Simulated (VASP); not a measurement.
# GaS (P6_3/mmc) in VASP: relaxation of cell and atoms with PBE

Aim: the relaxation of cell and atoms of GaS with PBE.

All numbers are computed with VASP 6.6.1; they aren't measurements. Logs are shortened: lines on timing, memory, paths and dates and some standing lists are left out, and cuts for length are marked.

### Step 1. The cell of the first run

The structure is hexagonal, space group P6_3/mmc (No. 194). Conventional cell: a = 3.630 Å, b = 3.630 Å, c = 17.781 Å, α = 90.00°, β = 90.00°, γ = 120.00°. Ga (site symmetry 3m) has 3 S at 2.36 Å and 1 Ga at 2.47 Å within 3.1 Å. S (site symmetry 3m) has 3 Ga at 2.36 Å within 3.1 Å.

### Step 2. Relaxation of cell and atoms, PBE

Input file INCAR:

```
SYSTEM = GaS
ALGO     = Normal         ! electronic algorithm
EDIFF    = 1E-7           ! SCF threshold, eV
EDIFFG   = -0.005         ! ionic threshold
ENCUT    = 500            ! plane-wave cutoff, eV
GGA      = PE             ! functional
GGA_COMPAT= .FALSE.      
IBRION   = 2              ! ionic algorithm
ISIF     = 3              ! what is computed and relaxed
ISMEAR   = 0              ! smearing method
LASPH    = .TRUE.         ! aspherical terms in the spheres
LCHARG   = .FALSE.        ! write CHGCAR
LREAL    = .FALSE.        ! projectors in reciprocal space
LWAVE    = .FALSE.        ! write WAVECAR
NELM     = 120            ! most SCF steps
NELMIN   = 4            
NSW      = 100            ! ionic steps
PREC     = Accurate       ! precision mode
SIGMA    = 0.02           ! smearing width, eV
```

Input file KPOINTS:

```
k-points
0
G
  12 12 2
  0 0 0
```

Input file POSCAR:

```
GaS
1.0
    3.6297422702      0.0000000000      0.0000000000
   -1.8148711351      3.1434490152      0.0000000000
    0.0000000000      0.0000000000     17.7805454220
Ga S
4 4
Direct
    0.3333333333      0.6666666667      0.3195026234
    0.6666666667      0.3333333333      0.8195026234
    0.6666666667      0.3333333333      0.6804973766
    0.3333333333      0.6666666667      0.1804973766
    0.3333333333      0.6666666667      0.8804089400
    0.6666666667      0.3333333333      0.3804089400
    0.6666666667      0.3333333333      0.1195910600
    0.3333333333      0.6666666667      0.6195910600
```

Potentials or basis: VASP PAW PBE potentials, release 64 (Ga_d, S).

Started as:

```console
cat potpaw_PBE.64/Ga_d/POTCAR potpaw_PBE.64/S/POTCAR > POTCAR
mpirun -np 1 vasp_std > vasp.out
```

OUTCAR:

```text
SYSTEM = GaS
   EDIFF = 1E-7
   EDIFFG = -0.005
   ENCUT = 500
   GGA = PE
   IBRION = 2
   ISIF = 3
   ISMEAR = 0
   LASPH = .TRUE.
   LREAL = .FALSE.
   NELM = 120
   NELMIN = 4
   NSW = 100
   PREC = Accurate

 ion  position               nearest neighbor table
   1  0.333  0.667  0.320-   6 2.36   6 2.36   6 2.36   4 2.47
   2  0.667  0.333  0.820-   5 2.36   5 2.36   5 2.36   3 2.47
   3  0.667  0.333  0.680-   8 2.36   8 2.36   8 2.36   2 2.47
   4  0.333  0.667  0.180-   7 2.36   7 2.36   7 2.36   1 2.47
   5  0.333  0.667  0.880-   2 2.36   2 2.36   2 2.36
   6  0.667  0.333  0.380-   1 2.36   1 2.36   1 2.36
   7  0.667  0.333  0.120-   4 2.36   4 2.36   4 2.36
   8  0.333  0.667  0.620-   3 2.36   3 2.36   3 2.36

  LATTYP: Found a hexagonal cell.
 ALAT       =     3.6297422702
 C/A-ratio  =     4.8985696775

  Lattice vectors:

 A1 = (   3.6297422702,   0.0000000000,   0.0000000000)
 A2 = (  -1.8148711351,   3.1434490152,   0.0000000000)
 A3 = (   0.0000000000,   0.0000000000,  17.7805454220)

Analysis of symmetry for initial positions (statically):
=====================================================================
 Subroutine PRICEL returns:
 Original cell was already a primitive cell.

 Routine SETGRP: Setting up the symmetry group for a
 hexagonal supercell.

 Subroutine GETGRP returns: Found 24 space group operations
 (whereof 12 operations were pure point group operations)
 out of a pool of 24 trial point group operations.

The static configuration has the point symmetry D_3d.
 The point group associated with its full space group is D_6h.

Analysis of symmetry for dynamics (positions and initial velocities):
=====================================================================
 Subroutine PRICEL returns:
 Original cell was already a primitive cell.

 Routine SETGRP: Setting up the symmetry group for a
 hexagonal supercell.

 Subroutine GETGRP returns: Found 24 space group operations
 (whereof 12 operations were pure point group operations)
 out of a pool of 24 trial point group operations.

The dynamic configuration has the point symmetry D_3d.
 The point group associated with its full space group is D_6h.

 Subroutine INISYM returns: Found 24 space group operations
 (whereof 12 operations are pure point group operations),
 and found     1 'primitive' translations

----------------------------------------------------------------------------------------

                                     Primitive cell

  volume of cell :     202.8744

  direct lattice vectors                    reciprocal lattice vectors
     3.629742270  0.000000000  0.000000000     0.275501654  0.159060954  0.000000000
    -1.814871135  3.143449015  0.000000000     0.000000000  0.318121909  0.000000000
     0.000000000  0.000000000 17.780545422     0.000000000  0.000000000  0.056241244

  length of vectors
     3.629742270  3.629742270 17.780545422     0.318121909  0.318121909  0.056241244

  position of ions in fractional coordinates (direct lattice)
     0.333333333  0.666666667  0.319502623
     0.666666667  0.333333333  0.819502623
     0.666666667  0.333333333  0.680497377
     0.333333333  0.666666667  0.180497377
     0.333333333  0.666666667  0.880408940
     0.666666667  0.333333333  0.380408940
     0.666666667  0.333333333  0.119591060
     0.333333333  0.666666667  0.619591060

  ion indices of the primitive-cell ions
   primitive index   ion index
                 1           1
                 2           2
                 3           3
                 4           4
                 5           5
                 6           6
                 7           7
                 8           8

----------------------------------------------------------------------------------------

 KPOINTS: k-points

Automatic generation of k-mesh.
 Grid dimensions read from file:
 generate k-points for:   12   12    2

 Generating k-lattice:

  Cartesian coordinates                     Fractional coordinates (reciprocal lattice)
     0.022958471  0.013255080  0.000000000     0.083333333  0.000000000  0.000000000
     0.000000000  0.026510159  0.000000000     0.000000000  0.083333333  0.000000000
     0.000000000  0.000000000  0.028120622     0.000000000  0.000000000  0.500000000

  Length of vectors
     0.026510159  0.026510159  0.028120622

  Shift w.r.t. Gamma in fractional coordinates (k-lattice)
     0.000000000  0.000000000  0.000000000

 Subroutine IBZKPT returns following result:
 ===========================================

 Found     38 irreducible k-points:

 Following reciprocal coordinates:
            Coordinates               Weight
  0.000000  0.000000  0.000000      1.000000
  0.083333 -0.000000  0.000000      6.000000
  0.166667  0.000000  0.000000      6.000000
  0.250000  0.000000  0.000000      6.000000
  0.333333 -0.000000  0.000000      6.000000
  0.416667  0.000000  0.000000      6.000000
[... 16 lines left out ...]
  0.250000  0.000000  0.500000      6.000000
  0.333333 -0.000000  0.500000      6.000000
 [... further k-points ...]
   k-points           NKPTS =     38   k-points in BZ     NKDIM =     38   number of bands    NBANDS=     45
   number of dos      NEDOS =    301   number of ions     NIONS =      8
   total plane-waves  NPLWV = 109760
   dimension x,y,z NGX =    28 NGY =   28 NGZ =  140
   dimension x,y,z NGXF=    56 NGYF=   56 NGZF=  280
   ions per type =               4   4
   NGX,Y,Z   is equivalent  to a cutoff of  12.82, 12.82, 13.09 a.u.
   NGXF,Y,Z  is equivalent  to a cutoff of  25.65, 25.65, 26.18 a.u.
 SYSTEM =  GaS
   PREC   = accura    normal or accurate (medium, high low for compatibility)
   ISTART =      0    job   : 0-new  1-cont  2-samecut
   ICHARG =      2    charge: 1-file 2-atom 10-const
   ISPIN  =      1    spin polarized calculation?
   LNONCOLLINEAR =      F non collinear calculations
   LSORBIT =      F    spin-orbit coupling
   LASPH  =      T    aspherical Exc in radial PAW
   ENCUT  =  500.0 eV  36.75 Ry    6.06 a.u.   6.62  6.62 32.42*2*pi/ulx,y,z
   NELM   =    120;   NELMIN=  4; NELMDL= -5     # of ELM steps
   EDIFF  = 0.1E-06   stopping-criterion for ELM
   LREAL  =      F    real-space projection
   EDIFFG = -.5E-02   stopping-criterion for IOM
   NSW    =    100    number of steps for IOM
   IBRION =      2    ionic relax: 0-MD 1-quasi-New 2-CG
   NFREE  =      1    steps in history (QN), initial steepest desc. (CG)
   ISIF   =      3    stress and relaxation
   ISYM   =      2    0-nonsym 1-usesym 2-fastsym
   POTIM  = 0.5000    time-step for ionic-motion
   TEBEG  =    0.0;   TEEND  =   0.0 temperature during run
   PSTRESS=    0.0 pullay stress
   NELECT =      76.0000    total number of electrons
   NUPDOWN=      -1.0000    fix difference up-down
   EMIN   =  10.00;   EMAX   =-10.00  energy-range for DOS
   EFERMI =   0.00;   METHOD = LEGACY
   ISMEAR =     0;   SIGMA  =   0.02  broadening in eV -4-tet -1-fermi 0-gaus
   EFERMI_NEDOS =   21; number of points for ismear=-14 and -15
   IALGO  =     38    algorithm
   IMIX   =      4    mixing-type and parameters
     AMIX     =   0.40;   BMIX     =  1.00
     AMIX_MAG =   1.60;   BMIX_MAG =  1.00
  volume/ion in A,a.u.               =      25.36       171.13
  Fermi-wavevector in a.u.,A,eV,Ry     =   1.180149  2.230159 18.949545  1.392752
  Thomas-Fermi vector in A             =   2.316447
   LORBIT       =      0    0 simple, 1 ext, 2 COOP (PROOUT), +10 PAW based schemes
   GGA     = PE    functional components
   LHFCALC =     F    Hartree Fock is set to
   AEXX    =    0.0000 exact exchange contribution
   IVDW    =     0    specifies the selected vdW correction
   LEPSILON=     F    determine dielectric tensor
   LRPA    =     F    only Hartree local field effects (RPA)
 conjugate gradient relaxation of ions
 non-spin polarized calculation
 Gauss-broadening in eV      SIGMA  =   0.02
  energy-cutoff  :      500.00
  volume of cell :      202.87
 maximum number of plane-waves:      5206
 NGX is ok and might be reduce to    28
   NGX = 13   NGY = 13   NGZ = 65

--------------------------------------- Ionic step        1  -------------------------------------------

 number of electron      75.9999971 magnetization

 Free energy of the ion-electron system (eV)
  ---------------------------------------------------
  ext. energy  EPLUGINS =         0.00000000
  ---------------------------------------------------
  free energy    TOTEN  =       -33.34160031 eV

  energy without entropy =      -33.34160031  energy(sigma->0) =      -33.34160031

------------------------ aborting loop because EDIFF is reached ----------------------------------------

  FORCE on cell =-STRESS in cart. coord.  units (eV):
  Direction    XX          YY          ZZ          XY          YZ          ZX
  --------------------------------------------------------------------------------------
  -------------------------------------------------------------------------------------
  Total       -0.0657378     -0.0657378      0.0042551      0.0000000     -0.0000000     -0.0000000
  in kB       -0.5191570     -0.5191570      0.0336040      0.0000000     -0.0000000     -0.0000000
  external PRESSURE =      -0.3349034 kB  Pullay stress =       0.0000000 kB
[... 153 lines left out ...]
  energy  without entropy=      -33.3416603350  energy(sigma->0) =      -33.34166033

--------------------------------------- Ionic step        5  -------------------------------------------

 number of electron      75.9999972 magnetization

 Free energy of the ion-electron system (eV)
  ---------------------------------------------------
  ext. energy  EPLUGINS =         0.00000000
  ---------------------------------------------------
  free energy    TOTEN  =       -33.34166248 eV

  energy without entropy =      -33.34166248  energy(sigma->0) =      -33.34166248

 E-fermi :   2.1846     XC(G=0):  -8.5212

 val. band max:        2.0569693416   @ k =   0.0833  -0.0000   0.0000
 cond. band min:       4.1061376636   @ k =   0.0000   0.0000   0.0000
 fundamental gap:      2.0491683219
 Fermi energy:         2.1846075440

 k-point     1 :       0.0000    0.0000    0.0000
  band No.  band energies     occupation
      1     -12.3950      2.00000
      2     -12.3948      2.00000
      3     -12.2783      2.00000
      4     -12.2783      2.00000
      5     -12.2783      2.00000
      6     -12.2783      2.00000
[... 1141 lines left out ...]
     44       6.9922      0.00000
     45       7.1187      0.00000

 [... further k-points ...]

------------------------ aborting loop because EDIFF is reached ----------------------------------------

  FORCE on cell =-STRESS in cart. coord.  units (eV):
  Direction    XX          YY          ZZ          XY          YZ          ZX
  --------------------------------------------------------------------------------------
  -------------------------------------------------------------------------------------
  Total       -0.0127378     -0.0127378     -0.0093240      0.0000000      0.0000000     -0.0000000
  in kB       -0.1006725     -0.1006725     -0.0736916      0.0000000      0.0000000     -0.0000000
  external PRESSURE =      -0.0916788 kB  Pullay stress =       0.0000000 kB
[... 23 lines left out ...]
  FREE ENERGIE OF THE ION-ELECTRON SYSTEM (eV)
  ---------------------------------------------------
  free  energy   TOTEN  =       -33.3416624787 eV

  energy  without entropy=      -33.3416624787  energy(sigma->0) =      -33.34166248

 reached required accuracy - stopping structural energy minimisation
```

It took 17 min on 1 thread of Intel Xeon Platinum 8259CL at 2.50GHz (Skylake/Cascade Lake), shared host; peak memory 0.49 GiB.

Results:

```
Free energy                           : -33.3417 eV
Relaxed volume                        : 25.34 Å³/atom
Relaxed cell                          : a = 3.628 Å, b = 3.628 Å, c = 17.784 Å, α = 90.00°, β = 90.00°, γ = 120.00°
Space group after relaxing (to 0.1 Å) : P6_3/mmc (No. 194)
Energy gained by relaxing             : 0.0 meV/atom
Ionic steps                           : 5
Pressure after relaxing               : 0.0 GPa
Band gap on the k mesh                : 2.05 eV (least direct gap 2.08 eV)
```

Forces in eV/Å, atoms in the order of the input:
```
Ga   0.000  0.000  0.002
Ga   0.000  0.000  0.002
Ga   0.000  0.000 -0.002
Ga   0.000  0.000 -0.002
S    0.000  0.000  0.003
S    0.000  0.000  0.003
S    0.000  0.000 -0.003
S    0.000  0.000 -0.003
```

Final structure:
```
CELL_PARAMETERS angstrom
3.62798 0.00000 0.00000
-1.81399 3.14192 0.00000
0.00000 0.00000 17.78411
ATOMIC_POSITIONS crystal
Ga 0.33333 0.66667 0.31947
Ga 0.66667 0.33333 0.81947
Ga 0.66667 0.33333 0.68053
Ga 0.33333 0.66667 0.18053
S 0.33333 0.66667 0.88046
S 0.66667 0.33333 0.38046
S 0.66667 0.33333 0.11954
S 0.33333 0.66667 0.61954
```

Caveat: this functional lacks dispersion, which binds layers or chains, so the pressure and a relaxed spacing across them are unreliable.
